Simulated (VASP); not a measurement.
**TiNi: single point with r2SCAN**

TiNi:

```
Ti Ni
1.0
     2.98858    0.00000    0.00000
     0.00000    2.98858    0.00000
     0.00000    0.00000    2.98858
Ti Ni
1 1
Direct
  0.50000 0.50000 0.50000
  0.00000 0.00000 0.00000
```

| Item | Value |
| --- | --- |
| Program | VASP 6.6.1 |
| Task | single point |
| Functional | r2SCAN |
| Potentials or basis | VASP PAW PBE potentials, release 64 (Ti_sv, Ni) |
| Cutoff | 520 eV |
| k mesh | 14 × 14 × 14 |
| Occupations | gaussian, width 0.1 eV |
| Spin | collinear spin, ferromagnetic start |
| Starting moments | [0.5, 0.38] μB |

* Pressure: 0.5 GPa
* Band gap on the k mesh: zero (filled and empty bands overlap)
* Net moment: 0.00 μB per cell
* Valence electrons inside the program's atomic spheres: Ti 10.21; Ni 9.45

Levels at points of the mesh, in eV from the Fermi level:
Spin up:
```
           k point  band 7  band 8  band 9  band 10  band 11  band 12  band 13  band 14  band 15  band 16
(0.00, 0.00, 0.00)   -4.05   -2.07   -2.07    -2.07     0.53     0.53     2.71     2.71     2.71     9.06
(0.50, 0.00, 0.00)   -2.87   -2.20   -2.20    -1.77    -0.67    -0.64     0.69     0.69     2.35     4.03
(0.50, 0.50, 0.00)   -2.86   -2.86   -1.33    -0.75     0.33     0.33     1.02     2.38     2.38     3.26
(0.50, 0.50, 0.50)   -2.97   -2.30   -2.30    -2.30    -1.30    -1.30     3.33     3.33     6.62     8.28
```
Spin down:
| k point | band 8 | band 9 | band 10 | band 11 | band 12 | band 13 | band 14 | band 15 |
| --- | --- | --- | --- | --- | --- | --- | --- | --- |
| (0.00, 0.00, 0.00) | -2.07 | -2.07 | -2.07 | 0.53 | 0.53 | 2.71 | 2.71 | 2.71 |
| (0.50, 0.00, 0.00) | -2.20 | -2.20 | -1.77 | -0.67 | -0.64 | 0.69 | 0.69 | 2.35 |
| (0.50, 0.50, 0.00) | -2.86 | -1.33 | -0.75 | 0.33 | 0.33 | 1.02 | 2.38 | 2.38 |
| (0.50, 0.50, 0.50) | -2.30 | -2.30 | -2.30 | -1.30 | -1.30 | 3.33 | 3.33 | 6.62 |

Wall time 4 min on 1 thread of Intel(R) Xeon(R) Platinum 8488C (Sapphire Rapids) (shared host), peak memory 0.23 GiB.

Caveat: the PAW data sets were made with another functional, which shifts forces and pressure a little.
